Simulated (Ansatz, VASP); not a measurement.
# One calculation of GeS, two programs

```
CELL_PARAMETERS angstrom
10.29404 0.00000 0.00000
0.00000 3.66269 0.00000
0.00000 0.00000 4.15309
ATOMIC_POSITIONS crystal
Ge 0.11925 0.25000 0.12037
Ge 0.38075 0.75000 0.62037
Ge 0.61925 0.25000 0.37963
Ge 0.88075 0.75000 0.87963
S 0.85226 0.25000 0.49493
S 0.64774 0.75000 0.99493
S 0.35226 0.25000 0.00507
S 0.14774 0.75000 0.50507
```

Alike in both runs: functional PBEsol; k mesh 4 × 10 × 8; no spin polarisation.

Ansatz relaxed the structure, and its values are those at the end. VASP's run is a single point on that final structure, the one shown.

|  | VASP | Ansatz |
| --- | --- | --- |
| version | VASP 6.6.1 | Ansatz 0.2.0 |
| potentials or method | VASP PAW PBE potentials, release 64 (Ge_d, S) | scalar-relativistic, plane waves, PAW |
| plane-wave cutoff (eV) | 500 | 420 |
| occupations | gaussian, width 0.01 eV | fixed |
| valence electrons in the cell | 80 | 80 |

Ansatz gave:

| Item | Value |
| --- | --- |
| gap on the k mesh at the Fermi level (eV) | 0.93 |
| least direct gap on the mesh (eV) | 1.06 |
| pressure (GPa) | 0.0 |

**Question.** What did VASP give for the same quantities?

**Answer.** gap on the k mesh at the Fermi level (eV): 0.92; least direct gap on the mesh (eV): 1.06; pressure (GPa): -0.1.

VASP's potentials were made for PBE, not for PBEsol.
